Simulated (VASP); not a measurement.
## GaP: single point with PBE+D3(BJ)

**What was measured.**

“Stacking defects in GaP nanowires: Electronic structure and optical properties”, 2018, arxiv:1810.01194 quotes, for a bulk crystal of GaP at 10 K: band gap 2.34 eV (indirect).

Crystal: GaP.

```
CELL_PARAMETERS angstrom
0.00000 2.72525 2.72525
2.72525 0.00000 2.72525
2.72525 2.72525 0.00000
ATOMIC_POSITIONS crystal
Ga 0.00000 0.00000 0.00000
P 0.75000 0.75000 0.75000
```

```
Program                : VASP 6.6.1
Task                   : single point
Functional             : PBE
Dispersion             : D3(BJ)
Potentials or basis    : VASP PAW PBE potentials, release 64 (Ga_d, P)
Cutoff                 : 520 eV
k mesh                 : 8 × 8 × 8
Occupations            : gaussian, width 0.05 eV
Spin                   : no spin polarisation
Dipole correction      : no
Further INCAR settings : ALGO = Normal; EDIFF = 1e-07; NBANDS = 16
```

```yaml
Pressure: -0.2 GPa
Band_gap_on_the_k_mesh: 1.64 eV, indirect (least direct gap 1.83 eV)
Dispersion_energy_per_atom: -0.316 eV
```

Levels at points of the mesh, in eV from the valence-band top:
| k point | band 5 | band 6 | band 7 | band 8 | band 9 | band 10 | band 11 | band 12 | band 13 | band 14 |
| --- | --- | --- | --- | --- | --- | --- | --- | --- | --- | --- |
| (0.00, 0.00, 0.00) | -14.45 | -12.49 | 0.00 | 0.00 | 0.00 | 1.83 | 3.89 | 3.89 | 3.89 | 8.81 |
| (0.50, 0.00, 0.00) | -14.44 | -10.43 | -6.63 | -1.12 | -1.12 | 1.67 | 4.72 | 4.72 | 8.29 | 10.89 |
| (0.50, 0.50, 0.00) | -14.43 | -9.53 | -6.75 | -2.68 | -2.68 | 1.65 | 1.82 | 10.60 | 10.60 | 11.20 |

It took 26 s on 1 thread of AMD EPYC 9R45 (Zen 5), with other jobs on the host, peak memory 0.15 GiB.

Against the measured gap of GaP, 2.34 eV (indirect; 10 K; quoted in “Stacking defects in GaP nanowires: Electronic structure and optical properties”, 2018, arxiv:1810.01194), the calculated 1.64 eV is off by -0.70 eV. Spin-orbit coupling on Ga is left out. The value is that of PBE+D3(BJ) on a finite k mesh, which can miss the band edges, without temperature or zero-point motion. Semilocal functionals fall short of measured gaps as a rule.
